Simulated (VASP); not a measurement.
# CoPdO2 (R-3m) in VASP: further runs

CoPdO2 is run at these levels: PBE+U; tasks: single point.

Everything below comes from runs of VASP 6.6.1. Logs are shortened: lines on timing, memory, paths and dates and some standing lists are left out, and cuts for length are marked.

## 1. The cell of the first run

The structure is trigonal, space group R-3m (No. 166). The conventional cell has a = 2.752 Å, b = 2.752 Å, c = 17.120 Å, α = 90.00°, β = 90.00°, γ = 120.00°. Within 2.4 Å of Co (site symmetry -3m) lie 6 O at 1.84 Å. Pd (site symmetry -3m) has 2 O at 1.92 Å within 2.5 Å. O (site symmetry 3m) has 3 Co at 1.84 Å and 1 Pd at 1.92 Å and 3 O at 2.45 Å within 2.5 Å.

## 2. Single point, PBE+U

The input, INCAR:

```
  PREC = Accurate
  ENCUT = 520
  EDIFF = 1E-6
  ISMEAR = 0
  SIGMA = 0.1
  LREAL = False
  LASPH = True
  NELM = 150
  ALGO = Normal
  ISIF = 2
  LWAVE = False
  LCHARG = False
  LMAXMIX = 4
  LDAU = True
  LDAUTYPE = 2
  LDAUL = 2 -1 -1
  LDAUU = 3.32 0 0
  LDAUJ = 0 0 0
  LDAUPRINT = 1
  GGA = PE
  NBANDS = 58
  NELECT = 94.0
```

The input, KPOINTS:

```
Automatic mesh
0
Gamma
  12 12 2
```

The input, POSCAR:

```
CoPdO2
1.0
    2.7515237418      0.0000000000      0.0000000000
   -1.3757618709      2.3828894595      0.0000000000
    0.0000000000      0.0000000000     17.1199300486
Co Pd O
3 3 6
Direct
    0.6666666667      0.3333333333      0.8333333333
    0.3333333333      0.6666666667      0.1666666667
    0.0000000000      0.0000000000      0.5000000000
    0.0000000000      0.0000000000      0.0000000000
    0.6666666667      0.3333333333      0.3333333333
    0.3333333333      0.6666666667      0.6666666667
    0.3333333333      0.6666666667      0.7786718412
    0.0000000000      0.0000000000      0.8879948255
    0.0000000000      0.0000000000      0.1120051745
    0.6666666667      0.3333333333      0.2213281588
    0.6666666667      0.3333333333      0.4453385078
    0.3333333333      0.6666666667      0.5546614922
```

Potentials or basis: VASP PAW PBE potentials, release 64 (Co, Pd, O).

Launch:

```
$ cat potpaw_PBE.64/Co/POTCAR potpaw_PBE.64/Pd/POTCAR potpaw_PBE.64/O/POTCAR > POTCAR
$ mpirun -np 1 vasp_std > vasp.out
```

OUTCAR:

```text
PREC = Accurate
   ENCUT = 520
   EDIFF = 1E-6
   ISMEAR = 0
   LREAL = False
   LASPH = True
   NELM = 150
   ISIF = 2
   GGA = PE
   NELECT = 94.0

 ion  position               nearest neighbor table
   1  0.667  0.333  0.833-   7 1.84   7 1.84   7 1.84   8 1.84   8 1.84   8 1.84   6 3.27   6 3.27
                             6 3.27   4 3.27   4 3.27   4 3.27
   2  0.333  0.667  0.167-  10 1.84  10 1.84  10 1.84   9 1.84   9 1.84   9 1.84   5 3.27   5 3.27
                             5 3.27   4 3.27   4 3.27   4 3.27
   3  0.000  0.000  0.500-  11 1.84  12 1.84  12 1.84  11 1.84  11 1.84  12 1.84   5 3.27   6 3.27
                             6 3.27   5 3.27   6 3.27   5 3.27
   4  0.000  0.000  0.000-   8 1.92   9 1.92   1 3.27   2 3.27   2 3.27   1 3.27   1 3.27   2 3.27
[... 5 lines left out ...]
   7  0.333  0.667  0.779-   1 1.84   1 1.84   1 1.84   6 1.92
   8  0.000  0.000  0.888-   1 1.84   1 1.84   1 1.84   4 1.92
   9  0.000  0.000  0.112-   2 1.84   2 1.84   2 1.84   4 1.92
  10  0.667  0.333  0.221-   2 1.84   2 1.84   2 1.84   5 1.92
  11  0.667  0.333  0.445-   3 1.84   3 1.84   3 1.84   5 1.92
  12  0.333  0.667  0.555-   3 1.84   3 1.84   3 1.84   6 1.92

  LATTYP: Found a hexagonal cell.
 ALAT       =     2.7515237418
 C/A-ratio  =     6.2219815837

  Lattice vectors:

 A1 = (   2.7515237418,   0.0000000000,   0.0000000000)
 A2 = (  -1.3757618709,   2.3828894595,   0.0000000000)
 A3 = (   0.0000000000,   0.0000000000,  17.1199300486)

Analysis of symmetry for initial positions (statically):
=====================================================================
 Subroutine PRICEL returns following result:

  LATTYP: Found a trigonal (rhomboedric) cell.
 ALAT       =     5.9236311471
 COS(alpha) =     0.8921201043

  Lattice vectors:

 A1 = (   1.3757618712,  -0.7942964867,  -5.7066433507)
 A2 = (  -1.3757618715,  -0.7942964862,  -5.7066433473)
 A3 = (   0.0000000003,   1.5885929728,  -5.7066433507)

   3 primitive cells build up your supercell.

 Routine SETGRP: Setting up the symmetry group for a
 hexagonal supercell.

 Subroutine GETGRP returns: Found 12 space group operations
 (whereof 12 operations were pure point group operations)
 out of a pool of 24 trial point group operations.

The static configuration has the point symmetry D_3d.

Analysis of symmetry for dynamics (positions and initial velocities):
=====================================================================
 Subroutine PRICEL returns following result:

  LATTYP: Found a trigonal (rhomboedric) cell.
 ALAT       =     5.9236311471
 COS(alpha) =     0.8921201043

  Lattice vectors:

 A1 = (   1.3757618712,  -0.7942964867,  -5.7066433507)
 A2 = (  -1.3757618715,  -0.7942964862,  -5.7066433473)
 A3 = (   0.0000000003,   1.5885929728,  -5.7066433507)

   3 primitive cells build up your supercell.

 Routine SETGRP: Setting up the symmetry group for a
 hexagonal supercell.

 Subroutine GETGRP returns: Found 12 space group operations
 (whereof 12 operations were pure point group operations)
 out of a pool of 24 trial point group operations.

The dynamic configuration has the point symmetry D_3d.

 Subroutine INISYM returns: Found 12 space group operations
 (whereof 12 operations are pure point group operations),
 and found     3 'primitive' translations

[... 77 lines left out ...]
  0.250000  0.000000  0.500000      6.000000
  0.333333  0.000000  0.500000      6.000000
 [... further k-points ...]
   k-points           NKPTS =     38   k-points in BZ     NKDIM =     38   number of bands    NBANDS=     58
   number of dos      NEDOS =    301   number of ions     NIONS =     12
   total plane-waves  NPLWV =  51200
   dimension x,y,z NGX =    20 NGY =   20 NGZ =  128
   dimension x,y,z NGXF=    40 NGYF=   40 NGZF=  256
   ions per type =               3   3   6
   NGX,Y,Z   is equivalent  to a cutoff of  12.08, 12.08, 12.43 a.u.
   NGXF,Y,Z  is equivalent  to a cutoff of  24.17, 24.17, 24.86 a.u.
 SYSTEM =  unknown system
   PREC   = accura    normal or accurate (medium, high low for compatibility)
[... 38 lines left out ...]
  o =  0.4450  v =  0.0000  0.0000  0.0000  0.0000  0.0000  0.5820  0.0000 -0.0000 -0.8132 -0.0000      0.0000  0.0000  0.0000  0.0000  0.0000  0.0000  0.0000  0.0000  0.0000  0.0000
  o =  0.9722  v =  0.0000  0.0000  0.0000  0.0000  0.0000  0.0000 -0.5820 -0.0000  0.0000 -0.8132      0.0000  0.0000  0.0000  0.0000  0.0000  0.0000  0.0000  0.0000  0.0000  0.0000
  o =  0.9722  v =  0.0000 -0.5820 -0.0000  0.0000 -0.8132  0.0000  0.0000  0.0000  0.0000  0.0000      0.0000  0.0000  0.0000  0.0000  0.0000  0.0000  0.0000  0.0000  0.0000  0.0000
  o =  0.9722  v =  0.8132  0.0000  0.0000  0.5820  0.0000  0.0000  0.0000  0.0000  0.0000  0.0000      0.0000  0.0000  0.0000  0.0000  0.0000  0.0000  0.0000  0.0000  0.0000  0.0000
  o =  0.9722  v =  0.0000  0.0000  0.0000  0.0000  0.0000  0.8132  0.0000  0.0000  0.5820  0.0000      0.0000  0.0000  0.0000  0.0000  0.0000  0.0000  0.0000  0.0000  0.0000  0.0000
  o =  0.9746  v =  0.0000  0.0000  0.0000  0.0000  0.0000  0.0000  0.0000 -1.0000  0.0000  0.0000      0.0000  0.0000  0.0000  0.0000  0.0000  0.0000  0.0000  0.0000  0.0000  0.0000
  o =  0.9746  v =  0.0000  0.0000 -1.0000  0.0000  0.0000  0.0000  0.0000  0.0000  0.0000  0.0000      0.0000  0.0000  0.0000  0.0000  0.0000  0.0000  0.0000  0.0000  0.0000  0.0000

 number of electron      94.0000002 magnetization

 Free energy of the ion-electron system (eV)
  ---------------------------------------------------
  ext. energy  EPLUGINS =         0.00000000
  ---------------------------------------------------
  free energy    TOTEN  =       -59.48692432 eV

  energy without entropy =      -59.46914119  energy(sigma->0) =      -59.47803275

 E-fermi :  10.1218     XC(G=0): -13.1249

 val. band max:       10.0927668502   @ k =   0.4167   0.0833   0.0000
 cond. band min:      10.1548034783   @ k =   0.4167   0.1667   0.0000
 fundamental gap:      0.0620366281
 Fermi energy:        10.1218188687

 k-point     1 :       0.0000    0.0000    0.0000
  band No.  band energies     occupation
      1     -12.6189      2.00000
      2     -12.4651      2.00000
      3     -12.4650      2.00000
      4     -10.6261      2.00000
      5     -10.6260      2.00000
      6     -10.3549      2.00000
[... 1453 lines left out ...]
     57      14.2076      0.00000
     58      18.8959      0.00000

 [... further k-points ...]
[... 5 lines left out ...]
  --------------------------------------------------------------------------------------
  -------------------------------------------------------------------------------------
  Total       35.9211053     35.9211053     49.7662068      0.0000000      0.0000000      0.0000000
  in kB      512.7210256    512.7210256    710.3395173      0.0000000      0.0000000      0.0000000
  external PRESSURE =     578.5938562 kB  Pullay stress =       0.0000000 kB

 VOLUME and BASIS-vectors are now :
 -----------------------------------------------------------------------------
  energy-cutoff  :      520.00
  volume of cell :      112.25
      direct lattice vectors                 reciprocal lattice vectors
     2.751523742  0.000000000  0.000000000     0.363434989  0.209829289  0.000000000
    -1.375761871  2.382889459  0.000000000     0.000000000  0.419658577  0.000000000
     0.000000000  0.000000000 17.119930049     0.000000000  0.000000000  0.058411454

 POSITION                                       TOTAL-FORCE (eV/Angst)
 -----------------------------------------------------------------------------------
      1.37576      0.79430     14.26661        -0.000000      0.000000      0.000000
     -0.00000      1.58859      2.85332        -0.000000      0.000000      0.000000
      0.00000      0.00000      8.55997        -0.000000      0.000000      0.000000
      0.00000      0.00000      0.00000        -0.000000      0.000000      0.000000
      1.37576      0.79430      5.70664        -0.000000      0.000000      0.000000
     -0.00000      1.58859     11.41329        -0.000000      0.000000      0.000000
     -0.00000      1.58859     13.33081         0.000000     -0.000000      0.111865
      0.00000      0.00000     15.20241        -0.000000      0.000000     -0.111865
      0.00000      0.00000      1.91752         0.000000      0.000000      0.111865
      1.37576      0.79430      3.78912        -0.000000     -0.000000     -0.111865
      1.37576      0.79430      7.62416         0.000000      0.000000      0.111865
     -0.00000      1.58859      9.49577        -0.000000     -0.000000     -0.111865
 -----------------------------------------------------------------------------------
    total drift:                                0.000000      0.000000      0.000000

  FREE ENERGIE OF THE ION-ELECTRON SYSTEM (eV)
  ---------------------------------------------------
  free  energy   TOTEN  =       -59.4869243162 eV

  energy  without entropy=      -59.4691411937  energy(sigma->0) =      -59.47803275
```

Run time: 5.2 min. Hardware: 1 thread of Intel Xeon Platinum 8259CL at 2.50GHz (Skylake/Cascade Lake), shared host; peak memory 0.35 GiB.

Results:

| Quantity | Value |
| --- | --- |
| Free energy | -59.4869 eV |
| Largest force | 0.112 eV/Å |

Forces on the atoms (eV/Å):
```
Co   0.000  0.000  0.000
Co   0.000  0.000  0.000
Co   0.000  0.000  0.000
Pd   0.000  0.000  0.000
Pd   0.000  0.000  0.000
Pd   0.000  0.000  0.000
O    0.000  0.000  0.112
O    0.000  0.000 -0.112
O    0.000  0.000  0.112
O    0.000  0.000 -0.112
O    0.000  0.000  0.112
O    0.000  0.000 -0.112
```

Eigenvalues of the final occupation matrices:
```
    site  spin  trace               eigenvalues
site 1 d     1   3.81  0.45 0.45 0.97 0.97 0.97
site 1 d     2   3.81  0.45 0.45 0.97 0.97 0.97
site 2 d     1   3.81  0.45 0.45 0.97 0.97 0.97
site 2 d     2   3.81  0.45 0.45 0.97 0.97 0.97
site 3 d     1   3.81  0.45 0.45 0.97 0.97 0.97
site 3 d     2   3.81  0.45 0.45 0.97 0.97 0.97
```

Caveat: the cell carries a net charge on a neutralising background, which shifts energy and pressure; the cell is charged against a uniform background, so pressure and absolute levels hang on convention; the run has no spin polarisation, though such a crystal can be magnetic; U without spin polarisation on a metal has little footing. Spin polarisation is off, so any magnetic state and its effect on volume and gap are missing.

## 3. Single point, PBE+U (equal strain along all axes, cell held: -6.0 %, then relaxed in part)

The input, INCAR:

```
SYSTEM = CoPdO2
ALGO     = Normal         ! electronic algorithm
EDIFF    = 1E-6           ! SCF threshold, eV
ENCUT    = 520            ! plane-wave cutoff, eV
GGA      = PE             ! functional
ISIF     = 2              ! what is computed and relaxed
ISMEAR   = 0              ! smearing method
LASPH    = .True.         ! aspherical terms in the spheres
LCHARG   = .False.        ! write CHGCAR
LDAU     = .True.         ! DFT+U
LDAUJ    = 0 0 0        
LDAUL    = 2 -1 -1        ! shell
LDAUPRINT= 1            
LDAUTYPE = 2            
LDAUU    = 3.32 0 0       ! U, eV
LMAXMIX  = 4              ! l up to which the mixer works
LREAL    = .False.        ! projectors in reciprocal space
LWAVE    = .False.        ! write WAVECAR
NBANDS   = 58             ! bands
NELM     = 150            ! most SCF steps
PREC     = Accurate       ! precision mode
SIGMA    = 0.1            ! smearing width, eV
```

The input, KPOINTS:

```
k-points
0
Gamma
  12 12 2
  0 0 0
```

The input, POSCAR:

```
CoPdO2
1.0
    2.6942003331      0.0000000000      0.0000000000
   -1.3471001666      2.3332459314      0.0000000000
    0.0000000000      0.0000000000     16.7632648423
Co Pd O
3 3 6
Direct
    0.6666666667      0.3333333333      0.8333333333
    0.3333333333      0.6666666667      0.1666666667
    0.0000000000      0.0000000000      0.5000000000
    0.0000000000      0.0000000000      0.0000000000
    0.6666666667      0.3333333333      0.3333333333
    0.3333333333      0.6666666667      0.6666666667
    0.3333333333      0.6666666667      0.7780893255
    0.0000000000      0.0000000000      0.8885773412
    0.0000000000      0.0000000000      0.1114226588
    0.6666666667      0.3333333333      0.2219106745
    0.6666666667      0.3333333333      0.4447559921
    0.3333333333      0.6666666667      0.5552440079
```

Potentials or basis: VASP PAW PBE potentials, release 64 (Co, Pd, O).

Launch:

```
$ cat potpaw_PBE.64/Co/POTCAR potpaw_PBE.64/Pd/POTCAR potpaw_PBE.64/O/POTCAR > POTCAR
$ mpirun -np 1 vasp_std > vasp.out
```

It took 5.5 min on 1 thread of Intel Xeon Platinum 8259CL at 2.50GHz (Skylake/Cascade Lake), shared host; peak memory 0.33 GiB.

Results (log left out):

```
Free energy            : -67.3534 eV
Pressure               : 57.6 GPa
Largest force          : 0.204 eV/Å
Band gap on the k mesh : zero (an odd number of electrons rules out a gap without spin polarisation)
```

Forces on the atoms (eV/Å):
```
Co   0.000  0.000  0.000
Co   0.000  0.000  0.000
Co   0.000  0.000  0.000
Pd   0.000  0.000  0.000
Pd   0.000  0.000  0.000
Pd   0.000  0.000  0.000
O    0.000  0.000  0.204
O    0.000  0.000 -0.204
O    0.000  0.000  0.204
O    0.000  0.000 -0.204
O    0.000  0.000  0.204
O    0.000  0.000 -0.204
```

Stress tensor (GPa, compression positive):
```
48.37  0.00  0.00
 0.00 48.37  0.00
 0.00  0.00 75.96
```

Levels at points of the mesh, in eV from the Fermi level:
| k point | band 43 | band 44 | band 45 | band 46 | band 47 | band 48 | band 49 | band 50 |
| --- | --- | --- | --- | --- | --- | --- | --- | --- |
| (0.00, 0.00, 0.00) | -1.91 | -1.91 | -1.22 | -1.22 | -1.22 | -1.22 | 2.25 | 2.25 |
| (0.50, 0.00, 0.00) | -0.63 | -0.63 | -0.63 | 0.54 | 0.92 | 0.92 | 2.12 | 2.12 |
| (0.00, 0.00, 0.50) | -1.75 | -1.75 | -1.75 | -1.75 | -0.97 | -0.97 | 2.13 | 2.13 |
| (0.50, 0.00, 0.50) | -0.63 | -0.63 | -0.63 | 0.64 | 0.64 | 1.14 | 1.87 | 2.05 |

Eigenvalues of the final occupation matrices:
```
    site  spin  trace               eigenvalues
site 1 d     1   3.83  0.45 0.45 0.97 0.97 0.98
site 1 d     2   3.83  0.45 0.45 0.97 0.97 0.98
site 2 d     1   3.83  0.45 0.45 0.97 0.97 0.98
site 2 d     2   3.83  0.45 0.45 0.97 0.97 0.98
site 3 d     1   3.83  0.45 0.45 0.97 0.97 0.98
site 3 d     2   3.83  0.45 0.45 0.97 0.97 0.98
```

Caveat: the cell differs from its parent crystal (equal strain along all axes, cell held: -6.0 %, then relaxed in part); the cell stands under pressure; an odd number of electrons without spin polarisation forces a metal; a magnetic or distorted state may lie lower; the run has no spin polarisation, though such a crystal can be magnetic; U without spin polarisation on a metal has little footing. Spin polarisation is off, so any magnetic state and its effect on volume and gap are missing.

## 4. Single point, PBE+U (biaxial strain in the a-b plane: -2.0 %, then relaxed in part)

The input, INCAR:

```
PREC = Accurate ; ENCUT = 520
EDIFF = 1E-6 ; ISMEAR = 0
SIGMA = 0.1 ; LREAL = F
LASPH = T ; NELM = 150
ALGO = Normal ; ISIF = 2
LWAVE = F ; LCHARG = F
LMAXMIX = 4 ; LDAU = T
LDAUTYPE = 2 ; LDAUL = 2 -1 -1
LDAUU = 3.32 0 0 ; LDAUJ = 0 0 0
LDAUPRINT = 1 ; GGA = PE
NBANDS = 58
```

The input, KPOINTS:

```
Automatic mesh
0
Gamma
  12 12 2
```

The input, POSCAR:

```
CoPdO2
1.0
    2.8088471558      0.0000000000      0.0000000000
   -1.4044235779      2.4325329923      0.0000000000
    0.0000000000      0.0000000000     18.0093151722
Co Pd O
3 3 6
Direct
    0.6666666667      0.3333333333      0.8333333333
    0.3333333333      0.6666666667      0.1666666667
    0.0000000000      0.0000000000      0.5000000000
    0.0000000000      0.0000000000      0.0000000000
    0.6666666667      0.3333333333      0.3333333333
    0.3333333333      0.6666666667      0.6666666667
    0.3333333333      0.6666666667      0.7781331690
    0.0000000000      0.0000000000      0.8885334977
    0.0000000000      0.0000000000      0.1114665023
    0.6666666667      0.3333333333      0.2218668310
    0.6666666667      0.3333333333      0.4447998356
    0.3333333333      0.6666666667      0.5552001644
```

Launch:

```
$ cat potpaw_PBE.64/Co/POTCAR potpaw_PBE.64/Pd/POTCAR potpaw_PBE.64/O/POTCAR > POTCAR
$ mpirun -np 1 vasp_std > vasp.out
```

It took 5.7 min on 1 thread of AMD EPYC 7R13 (Zen 3), shared host; peak memory 0.38 GiB.

Results (log left out):

* Free energy: -70.4545 eV
* Pressure: 3.8 GPa
* Largest force: 0.087 eV/Å
* Band gap on the k mesh: zero (an odd number of electrons rules out a gap without spin polarisation)

Forces in eV/Å, atoms in the order of the input:
```
Co   0.000  0.000  0.000
Co   0.000  0.000  0.000
Co   0.000  0.000  0.000
Pd   0.000  0.000  0.000
Pd   0.000  0.000  0.000
Pd   0.000  0.000  0.000
O    0.000  0.000  0.087
O    0.000  0.000 -0.087
O    0.000  0.000  0.087
O    0.000  0.000 -0.087
O    0.000  0.000  0.087
O    0.000  0.000 -0.087
```

Stress tensor (GPa, compression positive):
```
 6.11  0.00  0.00
 0.00  6.11  0.00
 0.00  0.00 -0.79
```

Levels at points of the mesh, in eV from the Fermi level:
| k point | band 44 | band 45 | band 46 | band 47 | band 48 | band 49 | band 50 | band 51 |
| --- | --- | --- | --- | --- | --- | --- | --- | --- |
| (0.00, 0.00, 0.00) | -1.55 | -0.94 | -0.94 | -0.94 | -0.94 | 2.07 | 2.07 | 2.07 |
| (0.50, 0.00, 0.00) | -0.38 | -0.38 | 0.23 | 0.57 | 0.57 | 1.87 | 1.87 | 2.03 |
| (0.00, 0.00, 0.50) | -1.31 | -1.31 | -1.31 | -0.78 | -0.78 | 2.00 | 2.00 | 2.20 |
| (0.50, 0.00, 0.50) | -0.38 | -0.38 | 0.32 | 0.32 | 0.74 | 1.68 | 1.95 | 2.15 |

Eigenvalues of the final occupation matrices:
| site | spin | trace | eigenvalues |
| --- | --- | --- | --- |
| site 1 d | 1 | 3.70 | 0.40 0.40 0.97 0.97 0.97 |
| site 1 d | 2 | 3.70 | 0.40 0.40 0.97 0.97 0.97 |
| site 2 d | 1 | 3.70 | 0.40 0.40 0.97 0.97 0.97 |
| site 2 d | 2 | 3.70 | 0.40 0.40 0.97 0.97 0.97 |
| site 3 d | 1 | 3.70 | 0.40 0.40 0.97 0.97 0.97 |
| site 3 d | 2 | 3.70 | 0.40 0.40 0.97 0.97 0.97 |

Caveat: the cell differs from its parent crystal (biaxial strain in the a-b plane: -2.0 %, then relaxed in part); the cell stands under pressure; an odd number of electrons without spin polarisation forces a metal; a magnetic or distorted state may lie lower; the run has no spin polarisation, though such a crystal can be magnetic; U without spin polarisation on a metal has little footing. Spin polarisation is off, so any magnetic state and its effect on volume and gap are missing.
